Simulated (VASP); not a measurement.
# Ga3Sb (I4/mmm) in VASP: a series of runs

Runs on Ga3Sb. Level: PBE+D3(BJ). Tasks: single point.

Program: VASP 6.6.1. These are calculated values, not measurements. Logs are shortened: lines on timing, memory, paths and dates and some standing lists are left out, and cuts for length are marked.

## Step 1: The cell of the first run

Symmetry: I4/mmm, No. 139, tetragonal system. Conventional cell: a = 4.338 Å, b = 4.338 Å, c = 7.807 Å, α = 90.00°, β = 90.00°, γ = 90.00°. Ga (site symmetry -4m2) has 10 Ga at 2.92 to 3.90 Å and 4 Sb at 2.92 Å within 4.0 Å. Within 4.0 Å of Ga (site symmetry 4/mmm) lie 8 Ga at 2.92 Å and 6 Sb at 3.07 to 3.90 Å. Sb (site symmetry 4/mmm) has 14 Ga at 2.92 to 3.90 Å within 4.0 Å.

## Step 2: Single point, PBE+D3(BJ) (18.36 Å³/atom)

The input, INCAR:

```
SYSTEM = Ga3Sb
ALGO = Fast ; EDIFF = 1E-6
ENCUT = 520 ; GGA = PE
ISIF = 2 ; ISMEAR = 0
IVDW = 12 ; LASPH = .True.
LCHARG = .False. ; LREAL = .False.
LWAVE = .False. ; NBANDS = 30
NELM = 60 ; PREC = Accurate
SIGMA = 0.1
```

The input, KPOINTS:

```
k-points
0
Gamma
  14 14 14
  0 0 0
```

The input, POSCAR:

```
Ga3Sb
1.0
   -2.1689570462      2.1689570462      3.9036309277
    2.1689570462     -2.1689570462      3.9036309277
    2.1689570462      2.1689570462     -3.9036309277
Ga Sb
3 1
Direct
    0.7500000000      0.2500000000      0.5000000000
    0.2500000000      0.7500000000      0.5000000000
    0.5000000000      0.5000000000      0.0000000000
    0.0000000000      0.0000000000      0.0000000000
```

Potentials or basis: VASP PAW PBE potentials, release 64 (Ga_d, Sb).

Run with:

```console
> cat potpaw_PBE.64/Ga_d/POTCAR potpaw_PBE.64/Sb/POTCAR > POTCAR
> mpirun -np 1 vasp_std > vasp.out
```

OUTCAR:

```text
SYSTEM = Ga3Sb
   EDIFF = 1E-6
   ENCUT = 520
   GGA = PE
   ISIF = 2
   ISMEAR = 0
   IVDW = 12
   LASPH = .True.
   LREAL = .False.
   NELM = 60
   PREC = Accurate
 IVDW          = 12

 ion  position               nearest neighbor table
   1  0.750  0.250  0.500-   3 2.92   4 2.92   3 2.92   4 2.92   3 2.92   4 2.92   3 2.92   4 2.92

   2  0.250  0.750  0.500-   4 2.92   3 2.92   3 2.92   4 2.92   3 2.92   4 2.92   4 2.92   3 2.92

   3  0.500  0.500  0.000-   2 2.92   1 2.92   1 2.92   2 2.92   1 2.92   2 2.92   2 2.92   1 2.92
                             4 3.07   4 3.07   4 3.07   4 3.07
   4  0.000  0.000  0.000-   1 2.92   2 2.92   1 2.92   2 2.92   1 2.92   2 2.92   1 2.92   2 2.92
                             3 3.07   3 3.07   3 3.07   3 3.07

  LATTYP: Found a body centered tetragonal cell.
 ALAT       =     4.3379140924
 C/A-ratio  =     1.7997732756

  Lattice vectors:

 A1 = (  -2.1689570462,   2.1689570462,   3.9036309277)
 A2 = (   2.1689570462,  -2.1689570462,   3.9036309277)
 A3 = (   2.1689570462,   2.1689570462,  -3.9036309277)

Analysis of symmetry for initial positions (statically):
=====================================================================
 Subroutine PRICEL returns:
 Original cell was already a primitive cell.

 Routine SETGRP: Setting up the symmetry group for a
 body centered tetragonal supercell.

 Subroutine GETGRP returns: Found 16 space group operations
 (whereof 16 operations were pure point group operations)
 out of a pool of 16 trial point group operations.

The static configuration has the point symmetry D_4h.

Analysis of symmetry for dynamics (positions and initial velocities):
=====================================================================
 Subroutine PRICEL returns:
 Original cell was already a primitive cell.

 Routine SETGRP: Setting up the symmetry group for a
 body centered tetragonal supercell.

 Subroutine GETGRP returns: Found 16 space group operations
 (whereof 16 operations were pure point group operations)
 out of a pool of 16 trial point group operations.

The dynamic configuration has the point symmetry D_4h.

 Subroutine INISYM returns: Found 16 space group operations
 (whereof 16 operations are pure point group operations),
 and found     1 'primitive' translations

----------------------------------------------------------------------------------------

                                     Primitive cell

  volume of cell :      73.4566

  direct lattice vectors                    reciprocal lattice vectors
    -2.168957046  2.168957046  3.903630928     0.000000000  0.230525543  0.128085879
     2.168957046 -2.168957046  3.903630928     0.230525543  0.000000000  0.128085879
     2.168957046  2.168957046 -3.903630928     0.230525543  0.230525543  0.000000000

  length of vectors
     4.964582939  4.964582939  4.964582939     0.263719583  0.263719583  0.326012349

  position of ions in fractional coordinates (direct lattice)
     0.750000000  0.250000000  0.500000000
     0.250000000  0.750000000  0.500000000
     0.500000000  0.500000000  0.000000000
     0.000000000  0.000000000  0.000000000

  ion indices of the primitive-cell ions
   primitive index   ion index
                 1           1
                 2           2
                 3           3
                 4           4

----------------------------------------------------------------------------------------

 KPOINTS: k-points

Automatic generation of k-mesh.
 Grid dimensions read from file:
 generate k-points for:   14   14   14

 Generating k-lattice:

  Cartesian coordinates                     Fractional coordinates (reciprocal lattice)
     0.000000000  0.016466110  0.009148991     0.071428571  0.000000000 -0.000000000
     0.016466110  0.000000000  0.009148991     0.000000000  0.071428571 -0.000000000
     0.016466110  0.016466110  0.000000000     0.000000000  0.000000000  0.071428571

  Length of vectors
     0.018837113  0.018837113  0.023286596

  Shift w.r.t. Gamma in fractional coordinates (k-lattice)
     0.000000000  0.000000000  0.000000000

 Subroutine IBZKPT returns following result:
 ===========================================

 Found    244 irreducible k-points:

 Following reciprocal coordinates:
            Coordinates               Weight
  0.000000  0.000000  0.000000      1.000000
  0.071429  0.000000  0.000000      8.000000
  0.142857  0.000000 -0.000000      8.000000
  0.214286  0.000000 -0.000000      8.000000
  0.285714  0.000000 -0.000000      8.000000
  0.357143  0.000000 -0.000000      8.000000
[... 16 lines left out ...]
  0.214286  0.142857 -0.000000     16.000000
  0.285714  0.142857 -0.000000     16.000000
 [... further k-points ...]
   k-points           NKPTS =    244   k-points in BZ     NKDIM =    244   number of bands    NBANDS=     30
   number of dos      NEDOS =    301   number of ions     NIONS =      4
   total plane-waves  NPLWV =  64000
   dimension x,y,z NGX =    40 NGY =   40 NGZ =   40
   dimension x,y,z NGXF=    80 NGYF=   80 NGZF=   80
   ions per type =               3   1
   NGX,Y,Z   is equivalent  to a cutoff of  13.39, 13.39, 13.39 a.u.
   NGXF,Y,Z  is equivalent  to a cutoff of  26.79, 26.79, 26.79 a.u.
 SYSTEM =  Ga3Sb
   PREC   = accura    normal or accurate (medium, high low for compatibility)
   ISTART =      0    job   : 0-new  1-cont  2-samecut
   ICHARG =      2    charge: 1-file 2-atom 10-const
   ISPIN  =      1    spin polarized calculation?
   LNONCOLLINEAR =      F non collinear calculations
   LSORBIT =      F    spin-orbit coupling
   LASPH  =      T    aspherical Exc in radial PAW
   ENCUT  =  520.0 eV  38.22 Ry    6.18 a.u.   9.23  9.23  9.23*2*pi/ulx,y,z
   NELM   =     60;   NELMIN=  2; NELMDL= -5     # of ELM steps
   EDIFF  = 0.1E-05   stopping-criterion for ELM
   LREAL  =      F    real-space projection
   EDIFFG = 0.1E-04   stopping-criterion for IOM
   NSW    =      0    number of steps for IOM
   IBRION =     -1    ionic relax: 0-MD 1-quasi-New 2-CG
   NFREE  =      0    steps in history (QN), initial steepest desc. (CG)
   ISIF   =      2    stress and relaxation
   ISYM   =      2    0-nonsym 1-usesym 2-fastsym
   POTIM  = 0.5000    time-step for ionic-motion
   TEBEG  =    0.0;   TEEND  =   0.0 temperature during run
   PSTRESS=    0.0 pullay stress
   NELECT =      44.0000    total number of electrons
   NUPDOWN=      -1.0000    fix difference up-down
   EMIN   =  10.00;   EMAX   =-10.00  energy-range for DOS
   EFERMI =   0.00;   METHOD = LEGACY
   ISMEAR =     0;   SIGMA  =   0.10  broadening in eV -4-tet -1-fermi 0-gaus
   EFERMI_NEDOS =   21; number of points for ismear=-14 and -15
   IALGO  =     68    algorithm
   IMIX   =      4    mixing-type and parameters
     AMIX     =   0.40;   BMIX     =  1.00
     AMIX_MAG =   1.60;   BMIX_MAG =  1.00
  volume/ion in A,a.u.               =      18.36       123.93
  Fermi-wavevector in a.u.,A,eV,Ry     =   1.380010  2.607840 25.911304  1.904427
  Thomas-Fermi vector in A             =   2.504926
   LORBIT       =      0    0 simple, 1 ext, 2 COOP (PROOUT), +10 PAW based schemes
   GGA     = PE    functional components
   LHFCALC =     F    Hartree Fock is set to
   AEXX    =    0.0000 exact exchange contribution
   IVDW    =    12    specifies the selected vdW correction
   LEPSILON=     F    determine dielectric tensor
   LRPA    =     F    only Hartree local field effects (RPA)
 non-spin polarized calculation
 RMM-DIIS sequential band-by-band and
 Gauss-broadening in eV      SIGMA  =   0.10
  energy-cutoff  :      520.00
  volume of cell :       73.46
 maximum number of plane-waves:      1999
 NGX is ok and might be reduce to    40
   NGX = 19   NGY = 19   NGZ = 19

 number of electron      43.9999988 magnetization

 Free energy of the ion-electron system (eV)
  ---------------------------------------------------
  ext. energy  EPLUGINS =         0.00000000
  ---------------------------------------------------
  free energy    TOTEN  =       -12.09828580 eV

  energy without entropy =      -12.09072680  energy(sigma->0) =      -12.09450630

 E-fermi :   8.0351     XC(G=0): -11.3854

 val. band max:        8.0315628473   @ k =  -0.4286   0.5000   0.2143
 cond. band min:       8.0403138265   @ k =   0.2143   0.0000  -0.0000
 fundamental gap:      0.0087509792
 Fermi energy:         8.0351022488

 k-point     1 :       0.0000    0.0000    0.0000
  band No.  band energies     occupation
      1      -7.1310      2.00000
      2      -7.0992      2.00000
      3      -7.0702      2.00000
      4      -7.0312      2.00000
      5      -7.0312      2.00000
      6      -7.0292      2.00000
[... 22 lines left out ...]
     29      14.3016      0.00000
     30      14.4443      0.00000

 k-point     2 :       0.0714    0.0000    0.0000
  band No.  band energies     occupation
      1      -7.1279      2.00000
      2      -7.0985      2.00000
      3      -7.0693      2.00000
      4      -7.0441      2.00000
      5      -7.0423      2.00000
      6      -7.0170      2.00000
[... 22 lines left out ...]
     29      14.6642      0.00000
     30      14.8133      0.00000

 k-point     3 :       0.1429    0.0000   -0.0000
  band No.  band energies     occupation
      1      -7.1187      2.00000
      2      -7.0979      2.00000
      3      -7.0656      2.00000
      4      -7.0577      2.00000
      5      -7.0476      2.00000
      6      -7.0051      2.00000
[... 22 lines left out ...]
     29      15.5531      0.00000
     30      15.7101      0.00000

 k-point     4 :       0.2143    0.0000   -0.0000
  band No.  band energies     occupation
      1      -7.1041      2.00000
      2      -7.0985      2.00000
      3      -7.0699      2.00000
      4      -7.0570      2.00000
      5      -7.0458      2.00000
      6      -6.9970      2.00000
[... 22 lines left out ...]
     29      16.4793      0.00000
     30      16.7784      0.00000

 k-point     5 :       0.2857    0.0000   -0.0000
  band No.  band energies     occupation
      1      -7.0966      2.00000
      2      -7.0898      2.00000
      3      -7.0751      2.00000
      4      -7.0469      2.00000
      5      -7.0380      2.00000
      6      -6.9894      2.00000
[... 22 lines left out ...]
     29      14.9627      0.00000
     30      15.5291      0.00000
[... 526 lines left out ...]
     29      14.4316      0.00000
     30      15.5227      0.00000

 k-point    22 :       0.1429    0.1429   -0.0000
  band No.  band energies     occupation
      1      -7.1179      2.00000
      2      -7.1004      2.00000
      3      -7.0700      2.00000
      4      -7.0659      2.00000
      5      -7.0342      2.00000
      6      -7.0133      2.00000
[... 22 lines left out ...]
     29      14.8184      0.00000
     30      15.0072      0.00000

 k-point    23 :       0.2143    0.1429   -0.0000
  band No.  band energies     occupation
      1      -7.1221      2.00000
      2      -7.0901      2.00000
      3      -7.0714      2.00000
      4      -7.0592      2.00000
      5      -7.0249      2.00000
      6      -7.0124      2.00000
[... 22 lines left out ...]
     29      13.5822      0.00000
     30      15.4434      0.00000

 k-point    24 :       0.2857    0.1429   -0.0000
  band No.  band energies     occupation
      1      -7.1230      2.00000
      2      -7.0765      2.00000
      3      -7.0708      2.00000
      4      -7.0467      2.00000
      5      -7.0280      2.00000
      6      -6.9953      2.00000
[... 22 lines left out ...]
     29      14.0873      0.00000
     30      16.3490      0.00000

 [... further k-points ...]

------------------------ aborting loop because EDIFF is reached ----------------------------------------

 Edisp (eV)   -1.63144

 E8    (eV) :    -0.7587

  FORCE on cell =-STRESS in cart. coord.  units (eV):
  Direction    XX          YY          ZZ          XY          YZ          ZX
  --------------------------------------------------------------------------------------
  -------------------------------------------------------------------------------------
  Total       4.12841     4.12841     4.09711     0.00000     0.00000     0.00000
  in kB      90.04560    90.04560    89.36295     0.00000     0.00000     0.00000
  external pressure =       89.82 kB  Pullay stress =        0.00 kB

 VOLUME and BASIS-vectors are now :
 -----------------------------------------------------------------------------
  energy-cutoff  :      520.00
  volume of cell :       73.46
      direct lattice vectors                 reciprocal lattice vectors
    -2.168957046  2.168957046  3.903630928     0.000000000  0.230525543  0.128085879
     2.168957046 -2.168957046  3.903630928     0.230525543  0.000000000  0.128085879
     2.168957046  2.168957046 -3.903630928     0.230525543  0.230525543  0.000000000

 POSITION                                       TOTAL-FORCE (eV/Angst)
 -----------------------------------------------------------------------------------
      0.00000      2.16896      1.95182        -0.000000      0.000000     -0.000000
      2.16896      0.00000      1.95182         0.000000     -0.000000      0.000000
      0.00000      0.00000      3.90363        -0.000000     -0.000000     -0.000000
      0.00000      0.00000      0.00000        -0.000000     -0.000000     -0.000000
 -----------------------------------------------------------------------------------
    total drift:                               -0.000000     -0.000000      0.000000

  FREE ENERGIE OF THE ION-ELECTRON SYSTEM (eV)
  ---------------------------------------------------
  free  energy   TOTEN  =       -13.7297256347 eV

  energy  without entropy=      -13.7221666375  energy(sigma->0) =      -13.72594614
```

It took 4.2 min on 1 thread of Intel Xeon 6975P-C (Granite Rapids), shared host; peak memory 0.58 GiB.

Results:

```
Free energy                : -13.7297 eV
Pressure                   : 9.0 GPa
Band gap on the k mesh     : zero (bands 22 and 23 overlap by 5.18 eV)
Dispersion energy per atom : -0.408 eV
```

Caveat: the cell stands under pressure; spin-orbit coupling is left out, which moves the levels of the heavy elements.

(Part 1 of 2 ends here.)
